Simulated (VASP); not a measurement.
A run of VASP 6.6.1:

POSCAR

```
SnSe
1.0
    4.5539757493      0.0000000000      0.0000000000
    0.0000000000      4.0182138965      0.0000000000
    0.0000000000      0.0000000000     10.9898489716
Sn Se
2 2
Direct
    0.5000000000      0.0000000000      0.3713940265
    0.0000000000      0.5000000000      0.6286059735
    0.5000000000      0.0000000000      0.6150878825
    0.0000000000      0.5000000000      0.3849121175
```

The input INCAR.step1:

```
SYSTEM = SnSe
ALGO = Normal
EDIFF = 1E-4
ENCUT = 520
GGA = PE
ISMEAR = 0
LASPH = .TRUE.
LCHARG = .FALSE.
LREAL = .FALSE.
LWAVE = .TRUE.
NBANDS = 28
NELM = 60
PREC = Accurate
SIGMA = 0.05
```

The input INCAR.step2:

```
SYSTEM = SnSe
ALGO = Normal
EDIFF = 1E-6
ENCUT = 520
ISIF = 2
ISMEAR = 0
ISTART = 1
LASPH = .TRUE.
LCHARG = .TRUE.
LELF = .TRUE.
LMIXTAU = .TRUE.
LREAL = .FALSE.
LVHAR = .TRUE.
LWAVE = .FALSE.
METAGGA = R2SCAN
NBANDS = 28
NELM = 60
PREC = Accurate
SIGMA = 0.05
```

The input KPOINTS:

```
k-points
0
G
  6 6 4
  0 0 0
```

Potentials or basis: VASP PAW PBE potentials, release 64 (Sn_d, Se).

Run with:

```sh
$ cat potpaw_PBE.64/Sn_d/POTCAR potpaw_PBE.64/Se/POTCAR > POTCAR
$ cp INCAR.step1 INCAR
$ mpirun -np 1 vasp_std > vasp.out
$ cp INCAR.step2 INCAR
$ mpirun -np 1 vasp_std > vasp.out
```

Hardware: 1 thread of Oxide Virtual Turin-like Processor, with other jobs on the host.

Task: How long does it take, and how much memory?

Result: It took 24 min on 1 thread of Oxide Virtual Turin-like Processor (shared host), peak memory 0.45 GiB. Counts: k points 48.
